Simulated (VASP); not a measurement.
# SnO2 in VASP: single point with PBEsol

Aim: the single point of SnO2 with PBEsol.

Everything below comes from runs of VASP 6.6.1. Logs are shortened: lines on timing, memory, paths and dates and some standing lists are left out, and cuts for length are marked.

## Step 1: The cell of the first run

The cell holds layers a few Å apart, 24 atoms: a = 3.212 Å, b = 6.744 Å, c = 17.730 Å, α = 90.00°, β = 90.00°, γ = 90.00°.

## Step 2: Single point, PBEsol

The input, INCAR:

```
SYSTEM = SnO2
PREC = Accurate
ENCUT = 520
EDIFF = 1E-7
ISMEAR = 0
SIGMA = 0.05
LREAL = Auto
LASPH = .True.
NELM = 80
ALGO = Normal
ISIF = 2
LWAVE = .False.
LCHARG = .False.
LDIPOL = .True.
IDIPOL = 3
DIPOL = 0.5 0.5 0.500
GGA = PS
NBANDS = 122
```

The input, KPOINTS:

```
regular mesh
0
Gamma
  8 4 1
  0 0 0
```

The input, POSCAR:

```
SnO2
1.0
    3.2120684193      0.0000000000      0.0000000000
    0.0000000000      6.7443405708      0.0000000000
    0.0000000000      0.0000000000     17.7295853126
O Sn
16 8
Direct
    0.0000000000      0.0000000000      0.1410072461
    0.5000000000      0.3062765048      0.2146997327
    0.5000000000      0.6937234952      0.2146997327
    0.0000000000      0.0000000000      0.2883922193
    0.0000000000      0.5000000000      0.3312074243
    0.5000000000      0.8062765048      0.4048999109
    0.5000000000      0.1937234952      0.4048999109
    0.0000000000      0.5000000000      0.4785923975
    0.0000000000      0.0000000000      0.5214076025
    0.5000000000      0.3062765048      0.5951000891
    0.5000000000      0.6937234952      0.5951000891
    0.0000000000      0.0000000000      0.6687925757
    0.0000000000      0.5000000000      0.7116077807
    0.5000000000      0.8062765048      0.7853002673
    0.5000000000      0.1937234952      0.7853002673
    0.0000000000      0.5000000000      0.8589927539
    0.0000000000      0.5000000000      0.2146997327
    0.5000000000      0.0000000000      0.2146997327
    0.0000000000      0.0000000000      0.4048999109
    0.5000000000      0.5000000000      0.4048999109
    0.0000000000      0.5000000000      0.5951000891
    0.5000000000      0.0000000000      0.5951000891
    0.0000000000      0.0000000000      0.7853002673
    0.5000000000      0.5000000000      0.7853002673
```

Potentials or basis: VASP PAW PBE potentials, release 64 (O, Sn_d).

Launch:

```bash
cat potpaw_PBE.64/O/POTCAR potpaw_PBE.64/Sn_d/POTCAR > POTCAR
mpirun -np 1 vasp_std > vasp.out
```

OUTCAR:

```text
SYSTEM = SnO2
   PREC = Accurate
   ENCUT = 520
   EDIFF = 1E-7
   ISMEAR = 0
   LREAL = Auto
   LASPH = .True.
   NELM = 80
   ISIF = 2
   GGA = PS

 ion  position               nearest neighbor table
   1  0.000  0.000  0.141-  18 2.07  18 2.07
   2  0.500  0.306  0.215-  18 2.07  17 2.07  17 2.07
   3  0.500  0.694  0.215-  18 2.07  17 2.07  17 2.07
   4  0.000  0.000  0.288-  19 2.07  18 2.07  18 2.07
   5  0.000  0.500  0.331-  17 2.07  20 2.07  20 2.07
   6  0.500  0.806  0.405-  20 2.07  19 2.07  19 2.07
   7  0.500  0.194  0.405-  20 2.07  19 2.07  19 2.07
   8  0.000  0.500  0.479-  21 2.07  20 2.07  20 2.07
   9  0.000  0.000  0.521-  19 2.07  22 2.07  22 2.07
  10  0.500  0.306  0.595-  22 2.07  21 2.07  21 2.07
  11  0.500  0.694  0.595-  22 2.07  21 2.07  21 2.07
  12  0.000  0.000  0.669-  23 2.07  22 2.07  22 2.07
  13  0.000  0.500  0.712-  21 2.07  24 2.07  24 2.07
  14  0.500  0.806  0.785-  24 2.07  23 2.07  23 2.07
  15  0.500  0.194  0.785-  24 2.07  23 2.07  23 2.07
  16  0.000  0.500  0.859-  24 2.07  24 2.07
  17  0.000  0.500  0.215-   5 2.07   3 2.07   2 2.07   2 2.07   3 2.07  18 3.74  18 3.74  18 3.74
                            18 3.74  20 3.74  20 3.74
  18  0.500  0.000  0.215-   2 2.07   3 2.07   1 2.07   1 2.07   4 2.07   4 2.07  17 3.74  17 3.74
                            17 3.74  17 3.74  19 3.74  19 3.74
  19  0.000  0.000  0.405-   4 2.07   9 2.07   7 2.07   6 2.07   6 2.07   7 2.07  20 3.74  20 3.74
                            20 3.74  20 3.74  18 3.74  22 3.74  22 3.74  18 3.74
  20  0.500  0.500  0.405-   6 2.07   7 2.07   5 2.07   8 2.07   5 2.07   8 2.07  19 3.74  19 3.74
                            19 3.74  19 3.74  17 3.74  21 3.74  21 3.74  17 3.74
  21  0.000  0.500  0.595-   8 2.07  13 2.07  11 2.07  10 2.07  10 2.07  11 2.07  22 3.74  22 3.74
                            22 3.74  22 3.74  20 3.74  24 3.74  24 3.74  20 3.74
  22  0.500  0.000  0.595-  10 2.07  11 2.07   9 2.07  12 2.07   9 2.07  12 2.07  21 3.74  21 3.74
                            21 3.74  21 3.74  19 3.74  23 3.74  23 3.74  19 3.74
  23  0.000  0.000  0.785-  12 2.07  14 2.07  15 2.07  14 2.07  15 2.07  24 3.74  24 3.74  24 3.74
                            24 3.74  22 3.74  22 3.74
  24  0.500  0.500  0.785-  14 2.07  15 2.07  16 2.07  16 2.07  13 2.07  13 2.07  23 3.74  23 3.74
                            23 3.74  23 3.74  21 3.74  21 3.74

  LATTYP: Found a simple orthorhombic cell.
 ALAT       =     3.2120684193
 B/A-ratio  =     2.0996877060
 C/A-ratio  =     5.5196785990

  Lattice vectors:

 A1 = (   3.2120684193,   0.0000000000,   0.0000000000)
 A2 = (   0.0000000000,   6.7443405708,   0.0000000000)
 A3 = (   0.0000000000,   0.0000000000,  17.7295853126)

Analysis of symmetry for initial positions (statically):
=====================================================================
 Subroutine PRICEL returns:
 Original cell was already a primitive cell.
[... 177 lines left out ...]
     AMIX     =   0.40;   BMIX     =  1.00
     AMIX_MAG =   1.60;   BMIX_MAG =  1.00
  volume/ion in A,a.u.               =      16.00       108.00
  Fermi-wavevector in a.u.,A,eV,Ry     =   1.334407  2.521664 24.227107  1.780642
  Thomas-Fermi vector in A             =   2.463191
   LORBIT       =      0    0 simple, 1 ext, 2 COOP (PROOUT), +10 PAW based schemes
   GGA     = PS    functional components
   LHFCALC =     F    Hartree Fock is set to
   AEXX    =    0.0000 exact exchange contribution
   IVDW    =     0    specifies the selected vdW correction
   LEPSILON=     F    determine dielectric tensor
   LRPA    =     F    only Hartree local field effects (RPA)
 non-spin polarized calculation
 Gauss-broadening in eV      SIGMA  =   0.05
  energy-cutoff  :      520.00
  volume of cell :      384.08
 maximum number of plane-waves:     10404
 NGX is ok and might be reduce to    24
   NGX = 11   NGY = 25   NGZ = 65

 dipolmoment           0.000000      0.000000      0.000000 electrons x Angstroem

 number of electron     208.0000019 magnetization

 dipolmoment           0.000000      0.000000     -0.000000 electrons x Angstroem

 Free energy of the ion-electron system (eV)
  ---------------------------------------------------
  ext. energy  EPLUGINS =         0.00000000
  ---------------------------------------------------
  free energy    TOTEN  =      -154.57659228 eV

  energy without entropy =     -154.57659215  energy(sigma->0) =     -154.57659221

 E-fermi :   3.4580     XC(G=0):  -9.2685

 val. band max:        3.2905691977   @ k =   0.3750   0.0000   0.0000
 cond. band min:       3.6123310348   @ k =   0.0000   0.0000   0.0000
 fundamental gap:      0.3217618371
 Fermi energy:         3.4579530096

 k-point     1 :       0.0000    0.0000    0.0000
  band No.  band energies     occupation
      1     -18.8937      2.00000
      2     -18.8935      2.00000
      3     -18.2445      2.00000
      4     -18.1970      2.00000
      5     -18.1729      2.00000
      6     -18.1729      2.00000
[... 1774 lines left out ...]
    115       9.7323      0.00000
    116       9.7323      0.00000
 [bands above 116 left out]

------------------------ aborting loop because EDIFF is reached ----------------------------------------

 vacuum level on the upper side and lower side of the slab       (xc-potential included)        -1.349        -1.349

  FORCE on cell =-STRESS in cart. coord.  units (eV):
  Direction    XX          YY          ZZ          XY          YZ          ZX
  --------------------------------------------------------------------------------------
  -------------------------------------------------------------------------------------
  Total       -5.2449950      6.4355514     -0.5710698      0.0000000      0.0000000      0.0000000
  in kB      -21.8792686     26.8456232     -2.3821930      0.0000000      0.0000000      0.0000000
  external PRESSURE =       0.8613872 kB  Pullay stress =       0.0000000 kB

 VOLUME and BASIS-vectors are now :
 -----------------------------------------------------------------------------
  energy-cutoff  :      520.00
  volume of cell :      384.08
      direct lattice vectors                 reciprocal lattice vectors
     3.212068419  0.000000000  0.000000000     0.311325872  0.000000000  0.000000000
     0.000000000  6.744340571  0.000000000     0.000000000  0.148272465  0.000000000
     0.000000000  0.000000000 17.729585313     0.000000000  0.000000000  0.056402898

 POSITION                                       TOTAL-FORCE (eV/Angst)
 -----------------------------------------------------------------------------------
      0.00000      0.00000      2.50000         0.000000      0.000000      1.010755
      1.60603      2.06563      3.80654         0.000000      1.427746     -0.659689
      1.60603      4.67871      3.80654        -0.000000     -1.427746     -0.659689
      0.00000      0.00000      5.11307         0.000000      0.000000      1.063996
      0.00000      3.37217      5.87217         0.000000      0.000000     -0.455296
      1.60603      5.43780      7.17871         0.000000     -0.182705      0.014078
[... 16 lines left out ...]
      0.00000      0.00000     13.92305         0.000000      0.000000     -1.835842
      1.60603      3.37217     13.92305         0.000000      0.000000      2.435065
 -----------------------------------------------------------------------------------
    total drift:                                0.000000     -0.000000      0.000000

  FREE ENERGIE OF THE ION-ELECTRON SYSTEM (eV)
  ---------------------------------------------------
  free  energy   TOTEN  =      -154.5765922795 eV

  energy  without entropy=     -154.5765921454  energy(sigma->0) =     -154.57659221

 vacuum level on the upper side and lower side of the slab         8.892         8.892
```

OSZICAR:

```text
N       E                     dE             d eps       ncg     rms          rms(c)
DAV:   1     0.381024254030E+04    0.38102E+04   -0.90071E+04  4116   0.248E+03
[... 13 lines left out ...]
DAV:  15    -0.154576609845E+03    0.42171E-05   -0.52877E-05  4560   0.326E-02    0.879E-03
DAV:  16    -0.154576598795E+03    0.11051E-04   -0.16823E-05  4804   0.237E-02    0.791E-03
DAV:  17    -0.154576592598E+03    0.61964E-05   -0.10502E-05  4960   0.149E-02    0.387E-03
DAV:  18    -0.154576591822E+03    0.77597E-06   -0.22614E-06  4614   0.749E-03    0.173E-03
DAV:  19    -0.154576592062E+03   -0.23971E-06   -0.60566E-07  3596   0.343E-03    0.102E-03
DAV:  20    -0.154576592226E+03   -0.16379E-06   -0.11188E-07  2652   0.169E-03    0.565E-04
DAV:  21    -0.154576592279E+03   -0.53777E-07   -0.44375E-08  2298   0.115E-03
   1 F= -.15457659E+03 E0= -.15457659E+03  d E =-.134018E-06
```

stdout:

```text
POSCAR found type information on POSCAR O Sn
 POSCAR found :  2 types and      24 ions
 scaLAPACK will be used
 -----------------------------------------------------------------------------
[... 41 lines left out ...]
|     workfunction is not accurate as there is no field free region in        |
|     your cell. Please consider either increasing the size of your cell      |
|     along the dipole correction (vacuum dimension) or perhaps               |
|     increasing the precision of your calculation.                           |
|                                                                             |
 -----------------------------------------------------------------------------
```

It took 45 min on 1 thread of Oxide Virtual Turin-like, shared host; peak memory 0.64 GiB.

Results:

```yaml
Free_energy: -154.5766 eV
Largest_force: 2.435 eV/Å
Band_gap_on_the_k_mesh: 0.32 eV (least direct gap 0.39 eV)
```

Forces on the atoms (eV/Å):
```
O    0.000  0.000  1.011
O    0.000  1.428 -0.660
O    0.000 -1.428 -0.660
O    0.000  0.000  1.064
O    0.000  0.000 -0.455
O    0.000 -0.183  0.014
O    0.000  0.183  0.014
O    0.000  0.000 -0.053
O    0.000  0.000  0.053
O    0.000 -0.183 -0.014
O    0.000  0.183 -0.014
O    0.000  0.000  0.455
O    0.000  0.000 -1.064
O    0.000  1.428  0.660
O    0.000 -1.428  0.660
O    0.000  0.000 -1.011
Sn   0.000  0.000  1.836
Sn   0.000  0.000 -2.435
Sn   0.000  0.000 -0.160
Sn   0.000  0.000  0.312
Sn   0.000  0.000  0.160
Sn   0.000  0.000 -0.312
Sn   0.000  0.000 -1.836
Sn   0.000  0.000  2.435
```

Caveat: semilocal functionals underestimate gaps, and a narrow one can read as zero; the PAW data sets were made with another functional, which shifts forces and pressure a little; spin-orbit coupling is left out, which moves the levels of the heavy elements.
